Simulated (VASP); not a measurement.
SrAg5, 6 atoms in the cell. Symmetry: P6/mmm, No. 191, hexagonal system. Conventional cell: a = 5.675 Å, b = 5.675 Å, c = 4.619 Å, α = 90.00°, β = 90.00°, γ = 120.00°. Sr (site symmetry 6/mmm) has 18 Ag at 3.28 to 3.66 Å within 4.3 Å. Ag (site symmetry -6m2) has 9 Ag at 2.83 to 3.28 Å and 3 Sr at 3.28 Å within 3.7 Å. Within 3.7 Å of Ag (site symmetry mmm) lie 8 Ag at 2.83 to 2.84 Å and 4 Sr at 3.66 Å. 

* Program: VASP 6.6.1
* Task: relaxation of volume and atoms at fixed shape
* Functional: PBEsol
* Potentials or basis: VASP PAW PBE potentials, release 64 (Sr_sv, Ag)
* Cutoff: 600 eV
* k mesh: 5 × 5 × 6
* Occupations: fermi-dirac, width 0.05 eV
* Spin: no spin polarisation
* Dipole correction: no
* Further INCAR settings: ALGO = Normal; EDIFF = 1e-06; IBRION = 2; EDIFFG = -0.03; NSW = 50; ISIF = 8

Potentials or basis: VASP PAW PBE potentials, release 64 (Sr_sv, Ag).

The run is started by

```console
$ cat potpaw_PBE.64/Sr_sv/POTCAR potpaw_PBE.64/Ag/POTCAR > POTCAR
$ mpirun -np 1 vasp_std > vasp.out
```

Hardware: 1 thread of Intel(R) Xeon(R) 6975P-C (Granite Rapids), with other jobs on the host.

Q: How long does it take, and how much memory?

A: Run time: 3.5 min on 1 thread of Intel(R) Xeon(R) 6975P-C (Granite Rapids), on a shared host, peak memory 0.34 GiB. Counts: scf iterations 31, k points 20, ion steps 3.
